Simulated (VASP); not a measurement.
# GaAs (F-43m) in VASP: relaxation of cell and atoms with LDA

Aim: the relaxation of cell and atoms of GaAs with LDA.

All numbers are computed with VASP 6.6.1; they aren't measurements. Logs are shortened: lines on timing, memory, paths and dates and some standing lists are left out, and cuts for length are marked.

### 1 The cell of the first run

Symmetry: F-43m, No. 216, cubic system. Conventional cell: a = 5.654 Å, b = 5.654 Å, c = 5.654 Å, α = 90.00°, β = 90.00°, γ = 90.00°. Ga (site symmetry -43m) has 4 As at 2.45 Å within 3.2 Å. Within 3.2 Å of As (site symmetry -43m) lie 4 Ga at 2.45 Å.

### 2 Relaxation of cell and atoms, LDA

INCAR reads:

```
ALGO = Normal ; EDIFF = 1E-6
EDIFFG = -0.002 ; ENCUT = 600
IBRION = 2 ; ISIF = 3
ISMEAR = -1 ; LASPH = T
LCHARG = F ; LREAL = F
LWAVE = F ; NELM = 80
NSW = 100 ; PREC = Accurate
SIGMA = 0.08
```

KPOINTS reads:

```
k-points
0
Gamma
  14 14 14
```

POSCAR reads:

```
GaAs
1.0
    0.0000000000      2.8268500000      2.8268500000
    2.8268500000      0.0000000000      2.8268500000
    2.8268500000      2.8268500000      0.0000000000
Ga As
1 1
Direct
    0.0000000000      0.0000000000      0.0000000000
    0.7500000000      0.7500000000      0.7500000000
```

Potentials or basis: VASP PAW LDA potentials, release 64 (Ga_d, As).

Started as:

```
> cat potpaw_LDA.64/Ga_d/POTCAR potpaw_LDA.64/As/POTCAR > POTCAR
> mpirun -np 1 vasp_std > vasp.out
```

OUTCAR:

```text
EDIFF = 1E-6
   EDIFFG = -0.002
   ENCUT = 600
   IBRION = 2
   ISIF = 3
   ISMEAR = -1
   LASPH = T
   LREAL = F
   NELM = 80
   NSW = 100
   PREC = Accurate

 ion  position               nearest neighbor table
   1  0.000  0.000  0.000-   2 2.45   2 2.45   2 2.45   2 2.45
   2  0.750  0.750  0.750-   1 2.45   1 2.45   1 2.45   1 2.45

  LATTYP: Found a face centered cubic cell.
 ALAT       =     5.6537000000

  Lattice vectors:

 A1 = (   0.0000000000,   2.8268500000,   2.8268500000)
 A2 = (   2.8268500000,   0.0000000000,   2.8268500000)
 A3 = (   2.8268500000,   2.8268500000,   0.0000000000)

Analysis of symmetry for initial positions (statically):
=====================================================================
 Subroutine PRICEL returns:
 Original cell was already a primitive cell.

 Routine SETGRP: Setting up the symmetry group for a
 face centered cubic supercell.

 Subroutine GETGRP returns: Found 24 space group operations
 (whereof 24 operations were pure point group operations)
 out of a pool of 48 trial point group operations.

The static configuration has the point symmetry T_d .

Analysis of symmetry for dynamics (positions and initial velocities):
=====================================================================
 Subroutine PRICEL returns:
 Original cell was already a primitive cell.

 Routine SETGRP: Setting up the symmetry group for a
 face centered cubic supercell.

 Subroutine GETGRP returns: Found 24 space group operations
 (whereof 24 operations were pure point group operations)
 out of a pool of 48 trial point group operations.

The dynamic configuration has the point symmetry T_d .

 Subroutine INISYM returns: Found 24 space group operations
 (whereof 24 operations are pure point group operations),
 and found     1 'primitive' translations

----------------------------------------------------------------------------------------

                                     Primitive cell

  volume of cell :      45.1792

  direct lattice vectors                    reciprocal lattice vectors
     0.000000000  2.826850000  2.826850000    -0.176875321  0.176875321  0.176875321
     2.826850000  0.000000000  2.826850000     0.176875321 -0.176875321  0.176875321
     2.826850000  2.826850000  0.000000000     0.176875321  0.176875321 -0.176875321

  length of vectors
     3.997769609  3.997769609  3.997769609     0.306357042  0.306357042  0.306357042

  position of ions in fractional coordinates (direct lattice)
     0.000000000  0.000000000  0.000000000
     0.750000000  0.750000000  0.750000000

  ion indices of the primitive-cell ions
   primitive index   ion index
                 1           1
                 2           2

----------------------------------------------------------------------------------------

 KPOINTS: k-points

Automatic generation of k-mesh.
 Grid dimensions read from file:
 generate k-points for:   14   14   14

 Generating k-lattice:

  Cartesian coordinates                     Fractional coordinates (reciprocal lattice)
    -0.012633951  0.012633951  0.012633951     0.071428571  0.000000000  0.000000000
     0.012633951 -0.012633951  0.012633951     0.000000000  0.071428571  0.000000000
     0.012633951  0.012633951 -0.012633951     0.000000000  0.000000000  0.071428571

  Length of vectors
     0.021882646  0.021882646  0.021882646

  Shift w.r.t. Gamma in fractional coordinates (k-lattice)
     0.000000000  0.000000000  0.000000000

 Subroutine IBZKPT returns following result:
 ===========================================

 Found    104 irreducible k-points:

 Following reciprocal coordinates:
            Coordinates               Weight
  0.000000  0.000000  0.000000      1.000000
  0.071429  0.000000  0.000000      8.000000
  0.142857  0.000000  0.000000      8.000000
  0.214286  0.000000  0.000000      8.000000
  0.285714  0.000000  0.000000      8.000000
  0.357143  0.000000  0.000000      8.000000
[... 16 lines left out ...]
  0.214286  0.142857  0.000000     24.000000
  0.285714  0.142857  0.000000     24.000000
 [... further k-points ...]
   k-points           NKPTS =    104   k-points in BZ     NKDIM =    104   number of bands    NBANDS=     13
   number of dos      NEDOS =    301   number of ions     NIONS =      2
   total plane-waves  NPLWV =  32768
   dimension x,y,z NGX =    32 NGY =   32 NGZ =   32
   dimension x,y,z NGXF=    64 NGYF=   64 NGZF=   64
   ions per type =               1   1
   NGX,Y,Z   is equivalent  to a cutoff of  13.31, 13.31, 13.31 a.u.
   NGXF,Y,Z  is equivalent  to a cutoff of  26.61, 26.61, 26.61 a.u.
 SYSTEM =  unknown system
   PREC   = accura    normal or accurate (medium, high low for compatibility)
   ISTART =      0    job   : 0-new  1-cont  2-samecut
   ICHARG =      2    charge: 1-file 2-atom 10-const
   ISPIN  =      1    spin polarized calculation?
   LNONCOLLINEAR =      F non collinear calculations
   LSORBIT =      F    spin-orbit coupling
   LASPH  =      T    aspherical Exc in radial PAW
   ENCUT  =  600.0 eV  44.10 Ry    6.64 a.u.   7.98  7.98  7.98*2*pi/ulx,y,z
   NELM   =     80;   NELMIN=  2; NELMDL= -5     # of ELM steps
   EDIFF  = 0.1E-05   stopping-criterion for ELM
   LREAL  =      F    real-space projection
   EDIFFG = -.2E-02   stopping-criterion for IOM
   NSW    =    100    number of steps for IOM
   IBRION =      2    ionic relax: 0-MD 1-quasi-New 2-CG
   NFREE  =      1    steps in history (QN), initial steepest desc. (CG)
   ISIF   =      3    stress and relaxation
   ISYM   =      2    0-nonsym 1-usesym 2-fastsym
   POTIM  = 0.5000    time-step for ionic-motion
   TEBEG  =    0.0;   TEEND  =   0.0 temperature during run
   PSTRESS=    0.0 pullay stress
   NELECT =      18.0000    total number of electrons
   NUPDOWN=      -1.0000    fix difference up-down
   EMIN   =  10.00;   EMAX   =-10.00  energy-range for DOS
   EFERMI =   0.00;   METHOD = LEGACY
   ISMEAR =    -1;   SIGMA  =   0.08  broadening in eV -4-tet -1-fermi 0-gaus
   EFERMI_NEDOS =   21; number of points for ismear=-14 and -15
   IALGO  =     38    algorithm
   IMIX   =      4    mixing-type and parameters
     AMIX     =   0.40;   BMIX     =  1.00
     AMIX_MAG =   1.60;   BMIX_MAG =  1.00
  volume/ion in A,a.u.               =      22.59       152.44
  Fermi-wavevector in a.u.,A,eV,Ry     =   1.204628  2.276417 19.743799  1.451128
  Thomas-Fermi vector in A             =   2.340347
   LORBIT       =      0    0 simple, 1 ext, 2 COOP (PROOUT), +10 PAW based schemes
   GGA     = CA    functional components
   LHFCALC =     F    Hartree Fock is set to
   AEXX    =    0.0000 exact exchange contribution
   IVDW    =     0    specifies the selected vdW correction
   LEPSILON=     F    determine dielectric tensor
   LRPA    =     F    only Hartree local field effects (RPA)
 conjugate gradient relaxation of ions
 non-spin polarized calculation
  energy-cutoff  :      600.00
  volume of cell :       45.18
 maximum number of plane-waves:      1526
   NGX = 15   NGY = 15   NGZ = 15

--------------------------------------- Ionic step        1  -------------------------------------------

 number of electron      18.0000011 magnetization

 Free energy of the ion-electron system (eV)
  ---------------------------------------------------
  ext. energy  EPLUGINS =         0.00000000
  ---------------------------------------------------
  free energy    TOTEN  =        -9.63738714 eV

  energy without entropy =       -9.63721092  energy(sigma->0) =       -9.63729903

 E-fermi :   4.0918     XC(G=0):  -9.9127

 val. band max:        3.7993107250   @ k =   0.0000   0.0000   0.0000
 cond. band min:       4.1319325798   @ k =   0.0000   0.0000   0.0000
 fundamental gap:      0.3326218549
 Fermi energy:         4.0918443354

 k-point     1 :       0.0000    0.0000    0.0000
  band No.  band energies     occupation
      1     -11.1270      2.00000
      2     -11.1270      2.00000
      3     -11.1270      2.00000
      4     -11.0489      2.00000
      5     -11.0489      2.00000
      6      -8.9648      2.00000
      7       3.7993      1.94966
      8       3.7993      1.94966
      9       3.7993      1.94966
     10       4.1319      0.75456
     11       7.4740      0.00000
     12       7.4740      0.00000
     13       7.4740      0.00000
[... 819 lines left out ...]
 POSITION                                       TOTAL-FORCE (eV/Angst)
 -----------------------------------------------------------------------------------
      2.79594      2.79594      5.59187        -0.000000     -0.000000     -0.000000
      4.19391      4.19391      4.19391         0.000000      0.000000      0.000000
 -----------------------------------------------------------------------------------
    total drift:                               -0.000000     -0.000000     -0.000000

  FREE ENERGIE OF THE ION-ELECTRON SYSTEM (eV)
  ---------------------------------------------------
  free  energy   TOTEN  =        -9.6414783549 eV

  energy  without entropy=       -9.6414143614  energy(sigma->0) =       -9.64144636

--------------------------------------- Ionic step        3  -------------------------------------------

 number of electron      18.0000006 magnetization

 Free energy of the ion-electron system (eV)
  ---------------------------------------------------
  ext. energy  EPLUGINS =         0.00000000
  ---------------------------------------------------
  free energy    TOTEN  =        -9.64256148 eV

  energy without entropy =       -9.64247146  energy(sigma->0) =       -9.64251647

 E-fermi :   4.3819     XC(G=0): -10.0131

 val. band max:        4.0191092425   @ k =   0.0000   0.0000   0.0000
 cond. band min:       4.5233327262   @ k =   0.0000   0.0000   0.0000
 fundamental gap:      0.5042234837
 Fermi energy:         4.3818913819

 k-point     1 :       0.0000    0.0000    0.0000
  band No.  band energies     occupation
      1     -10.9508      2.00000
      2     -10.9508      2.00000
      3     -10.9508      2.00000
      4     -10.8670      2.00000
      5     -10.8670      2.00000
      6      -8.9102      2.00000
      7       4.0191      1.97877
      8       4.0191      1.97877
      9       4.0191      1.97877
     10       4.5233      0.29158
     11       7.6992      0.00000
     12       7.6992      0.00000
     13       7.6992      0.00000
[... 390 lines left out ...]
 POSITION                                       TOTAL-FORCE (eV/Angst)
 -----------------------------------------------------------------------------------
      0.00000      0.00000     -0.00000        -0.000000     -0.000000     -0.000000
      4.20829      4.20829      4.20829         0.000000      0.000000      0.000000
 -----------------------------------------------------------------------------------
    total drift:                               -0.000000     -0.000000     -0.000000

  FREE ENERGIE OF THE ION-ELECTRON SYSTEM (eV)
  ---------------------------------------------------
  free  energy   TOTEN  =        -9.6425614787 eV

  energy  without entropy=       -9.6424714561  energy(sigma->0) =       -9.64251647

 reached required accuracy - stopping structural energy minimisation
```

Wall time 2.5 min (1 thread of Intel Xeon 8259CL, shared host); peak memory 0.23 GiB.

Results:

| Property | Result |
| --- | --- |
| Free energy | -9.6426 eV |
| Relaxed volume | 22.08 Å³/atom |
| Relaxed cell | a = 3.968 Å, b = 3.968 Å, c = 3.968 Å, α = 60.00°, β = 60.00°, γ = 60.00° |
| Space group after relaxing (to 0.1 Å) | F-43m (No. 216) |
| Energy gained by relaxing | 2.6 meV/atom |
| Ionic steps | 3 |
| Pressure after relaxing | 0.0 GPa |
| Band gap on the k mesh | 0.50 eV |

Step by step:
```csv
step,energy change (eV),largest force (eV/Å),pressure (GPa),volume (Å³)
1,0.0000,0.0000,-1.61,45.18
2,-0.0041,0.0000,0.74,43.71
3,-0.0052,0.0000,0.01,44.16
```

Final structure:
```yaml
crystal:
  lattice:
    - [0.00000, 2.80552, 2.80552]
    - [2.80552, 0.00000, 2.80552]
    - [2.80552, 2.80552, 0.00000]
  atoms:
    - { symbol: Ga, position: [0.00000, 0.00000, 0.00000] }
    - { symbol: As, position: [0.75000, 0.75000, 0.75000] }
```

Levels at points of the mesh, in eV from the valence-band top:
| k point | band 6 | band 7 | band 8 | band 9 | band 10 | band 11 | band 12 | band 13 |
| --- | --- | --- | --- | --- | --- | --- | --- | --- |
| (0.00, 0.00, 0.00) | -12.93 | 0.00 | 0.00 | 0.00 | 0.50 | 3.68 | 3.68 | 3.68 |
| (0.50, 0.00, 0.00) | -11.09 | -6.82 | -1.18 | -1.18 | 0.93 | 4.59 | 4.59 | 7.59 |
| (0.50, 0.50, 0.00) | -10.32 | -6.98 | -2.77 | -2.77 | 1.30 | 1.54 | 10.22 | 10.22 |

A k mesh can miss the band edges. Zero-point motion and thermal expansion aren't in these numbers.
